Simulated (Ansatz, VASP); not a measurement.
## Two plane-wave programs on Ba

INCAR

```
ALGO = Fast ; EDIFF = 1E-6
ENCUT = 520 ; GGA = PS
ISIF = 2 ; ISMEAR = 0
LASPH = True ; LCHARG = False
LREAL = False ; LWAVE = False
NBANDS = 11 ; NELM = 100
PREC = Accurate ; SIGMA = 0.15
```

Contents of KPOINTS:

```
k-points
0
Gamma
  14 14 14
```

POSCAR

```
Ba
1.0
   -1.4850493684      2.5820933239      2.5820933239
    2.5820933239     -1.4850493684      2.5820933239
    2.5820933239      2.5820933239     -1.4850493684
Ba
1
Direct
    0.0000000000      0.0000000000      0.0000000000
```

Input for Ansatz:

```yaml
crystal:
  lattice:
    - [-1.4850493684, 2.5820933239, 2.5820933239]
    - [2.5820933239, -1.4850493684, 2.5820933239]
    - [2.5820933239, 2.5820933239, -1.4850493684]
  atoms:
    - { symbol: Ba, position: [0.0, 0.0, 0.0] }
basis:
  ecutwfc: 420
kpoints:
  mp_grid: { grid: [14, 14, 14] }
hamiltonian:
  xc: pbesol
  pseudopotentials: { kind: paw }
scf:
  occupations: { method: gaussian, width: 0.15 }
output:
  forces: true
  stress: true
  eigenvalues: true
```

Alike in both runs: task single point; functional PBEsol; k mesh 14 × 14 × 14; occupations gaussian, width 0.15 eV; no spin polarisation.

```csv
,VASP,Ansatz
version,VASP 6.6.1,Ansatz 0.2.0
potentials or method,"VASP PAW PBE potentials, release 64 (Ba_sv), cutoff 520 eV","scalar-relativistic, plane waves, PAW"
valence electrons in the cell,10,10
```

|  | VASP | Ansatz | Ansatz less VASP |
| --- | --- | --- | --- |
| gap on the k mesh at the Fermi level (eV) | none | none | - |
| pressure (GPa) | -0.5 | -0.6 | -0.12 |
| traceless stress, the component that is largest in VASP (GPa) | -0.32 | -0.31 | +0.010 |

VASP's potentials were made for PBE, not for PBEsol. A gap of «none» marks a metal or a gap that the smearing closes. The functional is the same, so the differences come from potentials, cutoffs and numerics.

Spin-orbit coupling is off throughout.
